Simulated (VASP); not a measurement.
# GaN: single point with RPBE

Crystal: GaN.

```
Ga N
1.0
     0.00000    2.29131    2.29131
     2.29131    0.00000    2.29131
     2.29131    2.29131    0.00000
Ga N
1 1
Cartesian
  0.0000 0.0000 0.0000
  1.1457 1.1457 1.1457
```

- Program: VASP 6.6.1
- Task: single point
- Functional: RPBE
- Potentials or basis: VASP PAW PBE potentials, release 64 (Ga_d, N)
- Cutoff: 520 eV
- k mesh: 10 × 10 × 10
- Occupations: fermi-dirac, width 0.05 eV
- Spin: no spin polarisation
- Dipole correction: no
- Further INCAR settings: ALGO = Normal; EDIFF = 1e-06; NBANDS = 16

```
Pressure               : 0.1 GPa
Band gap on the k mesh : 1.46 eV, direct
```

Levels at points of the mesh, in eV from the valence-band top:
| k point | band 6 | band 7 | band 8 | band 9 | band 10 | band 11 | band 12 | band 13 |
| --- | --- | --- | --- | --- | --- | --- | --- | --- |
| (0.00, 0.00, 0.00) | -13.15 | 0.00 | 0.00 | 0.00 | 1.46 | 10.06 | 10.06 | 10.06 |
| (0.50, 0.00, 0.00) | -11.92 | -6.68 | -0.90 | -0.90 | 4.38 | 8.56 | 10.17 | 10.17 |
| (0.50, 0.50, 0.00) | -11.50 | -5.89 | -2.52 | -2.52 | 3.40 | 6.45 | 11.50 | 13.54 |

Run time: 6.8 s on 1 thread of Intel Xeon 6975P-C, on a shared host, peak memory 0.15 GiB.

Caveat: the PAW data sets were made with another functional, which shifts forces and pressure a little. A hybrid or GW would open this gap; RPBE tends to underestimate it.
